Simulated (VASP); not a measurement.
# TiB (P6_3/mmc) in VASP: notebook

The runs below take TiB through single point, relaxation of cell and atoms, with PBEsol.

Everything below comes from runs of VASP 6.6.1. Logs are shortened: lines on timing, memory, paths and dates and some standing lists are left out, and cuts for length are marked.

## 1. The cell of the first run

It takes space group P6_3/mmc (No. 194, hexagonal). Conventional cell: a = 3.831 Å, b = 3.831 Å, c = 4.415 Å, α = 90.00°, β = 90.00°, γ = 120.00°. Ti (site symmetry -6m2) has 5 B at 2.21 Å within 2.9 Å. B (site symmetry -6m2) has 5 Ti at 2.21 Å within 2.9 Å.

## 2. Single point, PBEsol

File INCAR:

```
SYSTEM = TiB
  PREC = Accurate
  ENCUT = 520
  EDIFF = 1E-7
  ISMEAR = 0
  SIGMA = 0.1
  LREAL = .False.
  LASPH = .True.
  NELM = 100
  ALGO = Normal
  ISIF = 2
  LWAVE = .False.
  LCHARG = .False.
  GGA = PS
  NBANDS = 23
```

File KPOINTS:

```
Automatic mesh
0
Gamma
  6 6 4
  0 0 0
```

File POSCAR:

```
TiB
1.0
    3.8313389013     -0.0000003722      0.0000000000
   -1.9156691283      3.3180370052      0.0000000000
    0.0000000000      0.0000000000      4.4145306024
Ti B
2 2
Direct
    0.0000000000      0.0000000000     -0.0625051294
    0.3333333333      0.6666666667      0.4374948706
    0.0000000000      0.0000000000      0.4375051294
    0.3333333333      0.6666666667      0.9375051294
```

Potentials or basis: VASP PAW PBE potentials, release 64 (Ti_sv, B).

Command:

```
> cat potpaw_PBE.64/Ti_sv/POTCAR potpaw_PBE.64/B/POTCAR > POTCAR
> mpirun -np 1 vasp_std > vasp.out
```

OUTCAR:

```text
SYSTEM = TiB
   PREC = Accurate
   ENCUT = 520
   EDIFF = 1E-7
   ISMEAR = 0
   LREAL = .False.
   LASPH = .True.
   NELM = 100
   ISIF = 2
   GGA = PS

 ion  position               nearest neighbor table
   1  0.000  0.000  0.937-   3 2.21   3 2.21   4 2.21   4 2.21   4 2.21
   2  0.333  0.667  0.437-   4 2.21   4 2.21   3 2.21   3 2.21   3 2.21
   3  0.000  0.000  0.438-   1 2.21   1 2.21   2 2.21   2 2.21   2 2.21
   4  0.333  0.667  0.938-   2 2.21   2 2.21   1 2.21   1 2.21   1 2.21

  LATTYP: Found a hexagonal cell.
 ALAT       =     3.8313389013
 C/A-ratio  =     1.1522161615

  Lattice vectors:

 A1 = (   3.8313389013,  -0.0000003722,   0.0000000000)
 A2 = (  -1.9156691283,   3.3180370052,   0.0000000000)
 A3 = (   0.0000000000,   0.0000000000,   4.4145306024)

Analysis of symmetry for initial positions (statically):
=====================================================================
 Subroutine PRICEL returns:
 Original cell was already a primitive cell.

 Routine SETGRP: Setting up the symmetry group for a
 hexagonal supercell.

 Subroutine GETGRP returns: Found 12 space group operations
 (whereof  6 operations were pure point group operations)
 out of a pool of 24 trial point group operations.

The static configuration has the point symmetry C_3v.
 The point group associated with its full space group is C_6v.

Analysis of symmetry for dynamics (positions and initial velocities):
=====================================================================
 Subroutine PRICEL returns:
 Original cell was already a primitive cell.

 Routine SETGRP: Setting up the symmetry group for a
 hexagonal supercell.

 Subroutine GETGRP returns: Found 12 space group operations
 (whereof  6 operations were pure point group operations)
 out of a pool of 24 trial point group operations.

The dynamic configuration has the point symmetry C_3v.
 The point group associated with its full space group is C_6v.

 Subroutine INISYM returns: Found 12 space group operations
 (whereof  6 operations are pure point group operations),
 and found     1 'primitive' translations

----------------------------------------------------------------------------------------

                                     Primitive cell

  volume of cell :      56.1198

  direct lattice vectors                    reciprocal lattice vectors
     3.831338901 -0.000000372  0.000000000     0.261005377  0.150691491  0.000000000
    -1.915669128  3.318037005  0.000000000     0.000000029  0.301383033  0.000000000
     0.000000000  0.000000000  4.414530602     0.000000000  0.000000000  0.226524650

  length of vectors
     3.831338901  3.831338901  4.414530602     0.301383033  0.301383033  0.226524650

  position of ions in fractional coordinates (direct lattice)
     0.000000000  0.000000000  0.937494871
     0.333333333  0.666666667  0.437494871
     0.000000000  0.000000000  0.437505129
     0.333333333  0.666666667  0.937505129

  ion indices of the primitive-cell ions
   primitive index   ion index
                 1           1
                 2           2
                 3           3
                 4           4

----------------------------------------------------------------------------------------

 KPOINTS: Automatic mesh

Automatic generation of k-mesh.
 Grid dimensions read from file:
 generate k-points for:    6    6    4

 Generating k-lattice:

  Cartesian coordinates                     Fractional coordinates (reciprocal lattice)
     0.043500896  0.025115249  0.000000000     0.166666667  0.000000000  0.000000000
     0.000000005  0.050230505  0.000000000    -0.000000000  0.166666667  0.000000000
     0.000000000  0.000000000  0.056631163     0.000000000  0.000000000  0.250000000

  Length of vectors
     0.050230505  0.050230505  0.056631163

  Shift w.r.t. Gamma in fractional coordinates (k-lattice)
     0.000000000  0.000000000  0.000000000

 Subroutine IBZKPT returns following result:
 ===========================================

 Found     21 irreducible k-points:

 Following reciprocal coordinates:
            Coordinates               Weight
  0.000000  0.000000  0.000000      1.000000
  0.166667  0.000000  0.000000      6.000000
  0.333333 -0.000000  0.000000      6.000000
  0.500000  0.000000  0.000000      3.000000
  0.166667  0.166667  0.000000      6.000000
  0.333333  0.166667  0.000000     12.000000
[... 13 lines left out ...]
  0.333333  0.166667  0.500000     12.000000
  0.333333  0.333333  0.500000      2.000000
   k-points           NKPTS =     21   k-points in BZ     NKDIM =     21   number of bands    NBANDS=     23
   number of dos      NEDOS =    301   number of ions     NIONS =      4
   total plane-waves  NPLWV =  28224
   dimension x,y,z NGX =    28 NGY =   28 NGZ =   36
   dimension x,y,z NGXF=    56 NGYF=   56 NGZF=   72
   ions per type =               2   2
   NGX,Y,Z   is equivalent  to a cutoff of  12.15, 12.15, 13.56 a.u.
   NGXF,Y,Z  is equivalent  to a cutoff of  24.30, 24.30, 27.11 a.u.
 SYSTEM =  TiB
   PREC   = accura    normal or accurate (medium, high low for compatibility)
   ISTART =      0    job   : 0-new  1-cont  2-samecut
   ICHARG =      2    charge: 1-file 2-atom 10-const
   ISPIN  =      1    spin polarized calculation?
   LNONCOLLINEAR =      F non collinear calculations
   LSORBIT =      F    spin-orbit coupling
   LASPH  =      T    aspherical Exc in radial PAW
   ENCUT  =  520.0 eV  38.22 Ry    6.18 a.u.   7.12  7.12  8.21*2*pi/ulx,y,z
   NELM   =    100;   NELMIN=  2; NELMDL= -5     # of ELM steps
   EDIFF  = 0.1E-06   stopping-criterion for ELM
   LREAL  =      F    real-space projection
   EDIFFG = 0.1E-05   stopping-criterion for IOM
   NSW    =      0    number of steps for IOM
   IBRION =     -1    ionic relax: 0-MD 1-quasi-New 2-CG
   NFREE  =      0    steps in history (QN), initial steepest desc. (CG)
   ISIF   =      2    stress and relaxation
   ISYM   =      2    0-nonsym 1-usesym 2-fastsym
   POTIM  = 0.5000    time-step for ionic-motion
   TEBEG  =    0.0;   TEEND  =   0.0 temperature during run
   PSTRESS=    0.0 pullay stress
   NELECT =      30.0000    total number of electrons
   NUPDOWN=      -1.0000    fix difference up-down
   EMIN   =  10.00;   EMAX   =-10.00  energy-range for DOS
   EFERMI =   0.00;   METHOD = LEGACY
   ISMEAR =     0;   SIGMA  =   0.10  broadening in eV -4-tet -1-fermi 0-gaus
   EFERMI_NEDOS =   21; number of points for ismear=-14 and -15
   IALGO  =     38    algorithm
   IMIX   =      4    mixing-type and parameters
     AMIX     =   0.40;   BMIX     =  1.00
     AMIX_MAG =   1.60;   BMIX_MAG =  1.00
  volume/ion in A,a.u.               =      14.03        94.68
  Fermi-wavevector in a.u.,A,eV,Ry     =   1.328648  2.510780 24.018426  1.765305
  Thomas-Fermi vector in A             =   2.457869
   LORBIT       =      0    0 simple, 1 ext, 2 COOP (PROOUT), +10 PAW based schemes
   GGA     = PS    functional components
   LHFCALC =     F    Hartree Fock is set to
   AEXX    =    0.0000 exact exchange contribution
   IVDW    =     0    specifies the selected vdW correction
   LEPSILON=     F    determine dielectric tensor
   LRPA    =     F    only Hartree local field effects (RPA)
 non-spin polarized calculation
 Gauss-broadening in eV      SIGMA  =   0.10
  energy-cutoff  :      520.00
  volume of cell :       56.12
 maximum number of plane-waves:      1530
   NGX = 15   NGY = 15   NGZ = 17

 number of electron      30.0000001 magnetization

 Free energy of the ion-electron system (eV)
  ---------------------------------------------------
  ext. energy  EPLUGINS =         0.00000000
  ---------------------------------------------------
  free energy    TOTEN  =       -29.68375917 eV

  energy without entropy =      -29.66814986  energy(sigma->0) =      -29.67595452

 E-fermi :   4.9443     XC(G=0): -10.9414

 val. band max:        4.9167781851   @ k =   0.3333   0.3333   0.5000
 cond. band min:       4.9960434023   @ k =   0.5000   0.0000   0.2500
 fundamental gap:      0.0792652172
 Fermi energy:         4.9443424571

 k-point     1 :       0.0000    0.0000    0.0000
  band No.  band energies     occupation
      1     -50.7822      2.00000
      2     -50.7258      2.00000
      3     -27.2150      2.00000
      4     -27.1890      2.00000
      5     -27.1890      2.00000
      6     -27.0816      2.00000
[... 15 lines left out ...]
     22      11.4831      0.00000
     23      11.4831      0.00000

 k-point     2 :       0.1667    0.0000    0.0000
  band No.  band energies     occupation
      1     -50.7783      2.00000
      2     -50.7286      2.00000
      3     -27.1982      2.00000
      4     -27.1968      2.00000
      5     -27.1944      2.00000
      6     -27.0951      2.00000
[... 15 lines left out ...]
     22      10.2920      0.00000
     23      10.5842      0.00000

 k-point     3 :       0.3333   -0.0000    0.0000
  band No.  band energies     occupation
      1     -50.7686      2.00000
      2     -50.7360      2.00000
      3     -27.2112      2.00000
      4     -27.2050      2.00000
      5     -27.1554      2.00000
      6     -27.1223      2.00000
[... 15 lines left out ...]
     22       9.1543      0.00000
     23      10.0400      0.00000

 k-point     4 :       0.5000    0.0000    0.0000
  band No.  band energies     occupation
      1     -50.7611      2.00000
      2     -50.7424      2.00000
      3     -27.2179      2.00000
      4     -27.2101      2.00000
      5     -27.1360      2.00000
      6     -27.1215      2.00000
[... 15 lines left out ...]
     22       9.7352      0.00000
     23       9.8188      0.00000

 k-point     5 :       0.1667    0.1667    0.0000
  band No.  band energies     occupation
      1     -50.7714      2.00000
      2     -50.7338      2.00000
      3     -27.2137      2.00000
      4     -27.1956      2.00000
      5     -27.1679      2.00000
      6     -27.1151      2.00000
[... 15 lines left out ...]
     22       9.1731      0.00000
     23      10.0443      0.00000

 k-point     6 :       0.3333    0.1667    0.0000
  band No.  band energies     occupation
      1     -50.7612      2.00000
      2     -50.7424      2.00000
      3     -27.2319      2.00000
      4     -27.1908      2.00000
      5     -27.1388      2.00000
      6     -27.1216      2.00000
[... 15 lines left out ...]
     22       9.4045      0.00000
     23       9.5817      0.00000

 k-point     7 :       0.3333    0.3333    0.0000
  band No.  band energies     occupation
      1     -50.7515      2.00000
      2     -50.7515      2.00000
      3     -27.2430      2.00000
      4     -27.1643      2.00000
      5     -27.1643      2.00000
      6     -27.0788      2.00000
[... 275 lines left out ...]
     22       9.6643      0.00000
     23      10.7696      0.00000

 k-point    18 :       0.5000    0.0000    0.5000
  band No.  band energies     occupation
      1     -50.7518      2.00000
      2     -50.7518      2.00000
      3     -27.2507      2.00000
      4     -27.2507      2.00000
      5     -27.1460      2.00000
      6     -27.1460      2.00000
[... 15 lines left out ...]
     22       9.2812      0.00000
     23      10.2567      0.00000

 k-point    19 :       0.1667    0.1667    0.5000
  band No.  band energies     occupation
      1     -50.7527      2.00000
      2     -50.7527      2.00000
      3     -27.2176      2.00000
      4     -27.2176      2.00000
      5     -27.1445      2.00000
      6     -27.1445      2.00000
[... 15 lines left out ...]
     22      10.0573      0.00000
     23      10.8046      0.00000

 k-point    20 :       0.3333    0.1667    0.5000
  band No.  band energies     occupation
      1     -50.7518      2.00000
      2     -50.7518      2.00000
      3     -27.2463      2.00000
      4     -27.2463      2.00000
      5     -27.1526      2.00000
      6     -27.1526      2.00000
[... 15 lines left out ...]
     22       9.3954      0.00000
     23       9.9393      0.00000

 k-point    21 :       0.3333    0.3333    0.5000
  band No.  band energies     occupation
      1     -50.7515      2.00000
      2     -50.7515      2.00000
      3     -27.2509      2.00000
      4     -27.2509      2.00000
      5     -27.1609      2.00000
      6     -27.1609      2.00000
[... 15 lines left out ...]
     22       9.1608      0.00000
     23       9.4340      0.00000

------------------------ aborting loop because EDIFF is reached ----------------------------------------

  FORCE on cell =-STRESS in cart. coord.  units (eV):
  Direction    XX          YY          ZZ          XY          YZ          ZX
  --------------------------------------------------------------------------------------
  -------------------------------------------------------------------------------------
  Total       -0.0842192     -0.0842192     -0.0354724     -0.0000000      0.0000000      0.0000000
  in kB       -2.4043941     -2.4043941     -1.0127100     -0.0000000      0.0000000      0.0000000
  external PRESSURE =      -1.9404994 kB  Pullay stress =       0.0000000 kB

 VOLUME and BASIS-vectors are now :
 -----------------------------------------------------------------------------
  energy-cutoff  :      520.00
  volume of cell :       56.12
      direct lattice vectors                 reciprocal lattice vectors
     3.831338901 -0.000000372  0.000000000     0.261005377  0.150691491  0.000000000
    -1.915669128  3.318037005  0.000000000     0.000000029  0.301383033  0.000000000
     0.000000000  0.000000000  4.414530602     0.000000000  0.000000000  0.226524650

 POSITION                                       TOTAL-FORCE (eV/Angst)
 -----------------------------------------------------------------------------------
      0.00000      0.00000      4.13860        -0.000000      0.000000      0.000338
      0.00000      2.21202      1.93133         0.000000      0.000000      0.000338
      0.00000      0.00000      1.93138         0.000000      0.000000     -0.000338
      0.00000      2.21202      4.13865        -0.000000      0.000000     -0.000338
 -----------------------------------------------------------------------------------
    total drift:                                0.000000     -0.000000     -0.000004

  FREE ENERGIE OF THE ION-ELECTRON SYSTEM (eV)
  ---------------------------------------------------
  free  energy   TOTEN  =       -29.6837591677 eV

  energy  without entropy=      -29.6681498631  energy(sigma->0) =      -29.67595452
```

Run time: 12 s. Hardware: 1 thread of Intel Xeon 6975P-C (Granite Rapids), shared host; peak memory 0.17 GiB.

What came out:

- Free energy: -29.6838 eV
- Pressure: -0.2 GPa
- Band gap on the k mesh: zero (band 15 reaches 5.35 eV, above the bottom of band 16 at 3.88 eV)

Stress tensor (GPa, compression positive):
```
-0.24  0.00  0.00
 0.00 -0.24  0.00
 0.00  0.00 -0.10
```

Caveat: the PAW data sets were made with another functional, which shifts forces and pressure a little.

## 3. Single point, PBEsol

File INCAR:

```
SYSTEM = TiB
PREC = Accurate ; ENCUT = 520
EDIFF = 1E-6 ; ISMEAR = 0
SIGMA = 0.1 ; LREAL = .FALSE.
LASPH = .TRUE. ; NELM = 100
ALGO = Normal ; ISIF = 2
LWAVE = .FALSE. ; LCHARG = .FALSE.
GGA = PS ; NBANDS = 23
```

File KPOINTS:

```
regular mesh
0
G
  12 12 10
  0 0 0
```

File POSCAR:

```
TiB
1.0
    3.8296272382     -0.0000003720      0.0000000000
   -1.9148132969      3.3165546613      0.0000000000
    0.0000000000      0.0000000000      4.4130418007
Ti B
2 2
Direct
    0.0000000000      0.0000000000     -0.0625000000
    0.3333333333      0.6666666667      0.4375000000
    0.0000000000      0.0000000000      0.4375000000
    0.3333333333      0.6666666667      0.9375000000
```

Potentials or basis: VASP PAW PBE potentials, release 64 (Ti_sv, B).

Command:

```
> cat potpaw_PBE.64/Ti_sv/POTCAR potpaw_PBE.64/B/POTCAR > POTCAR
> mpirun -np 1 vasp_std > vasp.out
```

Wall time 53 s (1 thread of Intel Xeon 6975P-C (Granite Rapids), shared host); peak memory 0.25 GiB.

Results (log left out):

| Property | Result |
| --- | --- |
| Free energy | -29.6772 eV |
| Pressure | 0.1 GPa |
| Band gap on the k mesh | zero (band 15 reaches 5.37 eV, above the bottom of band 16 at 3.91 eV) |

Levels at points of the mesh, in eV from the Fermi level:
| k point | band 13 | band 14 | band 15 | band 16 | band 17 | band 18 |
| --- | --- | --- | --- | --- | --- | --- |
| (0.00, 0.00, 0.00) | -0.80 | -0.71 | -0.71 | 1.23 | 1.23 | 2.24 |
| (0.50, 0.00, 0.00) | -0.20 | -0.06 | 0.32 | 0.63 | 1.56 | 1.94 |
| (0.00, 0.00, 0.50) | -1.29 | -1.29 | -1.04 | -1.04 | 3.05 | 3.05 |
| (0.50, 0.00, 0.50) | -0.58 | -0.58 | -0.32 | -0.32 | 2.35 | 2.35 |

Caveat: the PAW data sets were made with another functional, which shifts forces and pressure a little.

## 4. Relaxation of cell and atoms, PBEsol

File INCAR:

```
PREC     = Accurate       # precision mode
ENCUT    = 600            # plane-wave cutoff, eV
EDIFF    = 1E-6           # SCF threshold, eV
ISMEAR   = 0              # smearing method
SIGMA    = 0.1            # smearing width, eV
LREAL    = F              # projectors in reciprocal space
LASPH    = T              # aspherical terms in the spheres
NELM     = 60             # most SCF steps
ALGO     = Normal         # electronic algorithm
ISIF     = 3              # what is computed and relaxed
LWAVE    = F              # write WAVECAR
LCHARG   = F              # write CHGCAR
GGA      = PS             # functional
IBRION   = 2              # ionic algorithm
NSW      = 100            # ionic steps
EDIFFG   = -0.005         # ionic threshold
```

File KPOINTS:

```
regular mesh
0
Gamma
  12 12 10
```

File POSCAR:

```
TiB
1.0
    3.8313389013     -0.0000003722      0.0000000000
   -1.9156691283      3.3180370052      0.0000000000
    0.0000000000      0.0000000000      4.4145306024
Ti B
2 2
Direct
    0.0000000000      0.0000000000     -0.0625051294
    0.3333333333      0.6666666667      0.4374948706
    0.0000000000      0.0000000000      0.4375051294
    0.3333333333      0.6666666667      0.9375051294
```

Command:

```
> cat potpaw_PBE.64/Ti_sv/POTCAR potpaw_PBE.64/B/POTCAR > POTCAR
> mpirun -np 1 vasp_std > vasp.out
```

Wall time 98 s (1 thread of Intel Xeon 6975P-C (Granite Rapids), shared host); peak memory 0.29 GiB.

The run converged. Its results:

| Item | Value |
| --- | --- |
| Free energy | -29.6786 eV |
| Relaxed volume | 14.02 Å³/atom |
| Relaxed cell | a = 3.830 Å, b = 3.830 Å, c = 4.413 Å, α = 90.00°, β = 90.00°, γ = 120.00° |
| Space group after relaxing (to 0.05 Å) | P6_3/mmc (No. 194) |
| Energy gained by relaxing | 0.0 meV/atom |
| Ionic steps | 3 |
| Pressure after relaxing | 0.0 GPa |
| Band gap on the k mesh | zero (band 15 reaches 5.37 eV, above the bottom of band 16 at 3.91 eV) |

Final structure:
```
Ti B
1.0
     3.83014    0.00000    0.00000
    -1.91507    3.31700    0.00000
     0.00000    0.00000    4.41328
Ti B
2 2
Direct
  0.00000 0.00000 0.93750
  0.33333 0.66667 0.43750
  0.00000 0.00000 0.43750
  0.33333 0.66667 0.93750
```

Levels at points of the mesh, in eV from the Fermi level:
| k point | band 11 | band 12 | band 13 | band 14 | band 15 | band 16 | band 17 | band 18 | band 19 |
| --- | --- | --- | --- | --- | --- | --- | --- | --- | --- |
| (0.00, 0.00, 0.00) | -0.85 | -0.85 | -0.80 | -0.71 | -0.71 | 1.23 | 1.23 | 2.24 | 3.22 |
| (0.50, 0.00, 0.00) | -2.26 | -0.53 | -0.20 | -0.06 | 0.32 | 0.63 | 1.56 | 1.94 | 2.92 |
| (0.00, 0.00, 0.50) | -1.29 | -1.29 | -1.29 | -1.29 | -1.04 | -1.04 | 3.05 | 3.05 | 3.05 |
| (0.50, 0.00, 0.50) | -2.81 | -2.81 | -0.58 | -0.58 | -0.32 | -0.32 | 2.35 | 2.35 | 2.67 |

Caveat: the PAW data sets were made with another functional, which shifts forces and pressure a little.

## 5. Overview

```tsv
task	cell	k mesh	cutoff (eV)	gap on the mesh (eV)	pressure (GPa)
single point	a = 3.831, b = 3.831, c = 4.415 Å, angles 90.0, 90.0, 120.0°, 4 atoms	6 × 6 × 4	520	none	-0.2
single point	a = 3.830, b = 3.830, c = 4.413 Å, angles 90.0, 90.0, 120.0°, 4 atoms	12 × 12 × 10	520	none	0.1
relaxation of cell and atoms	relaxed from a = 3.831, b = 3.831, c = 4.415 Å, angles 90.0, 90.0, 120.0°, 4 atoms	12 × 12 × 10	600	none	0.0
```

Alike in all rows: level PBEsol; potentials or basis VASP PAW PBE potentials, release 64 (Ti_sv, B); no spin polarisation; smearing gaussian 0.1 eV.

Caveats: the PAW data sets were made with another functional, which shifts forces and pressure a little.

Total energies depend on the potentials used, so only differences within one code and one set of settings carry meaning.
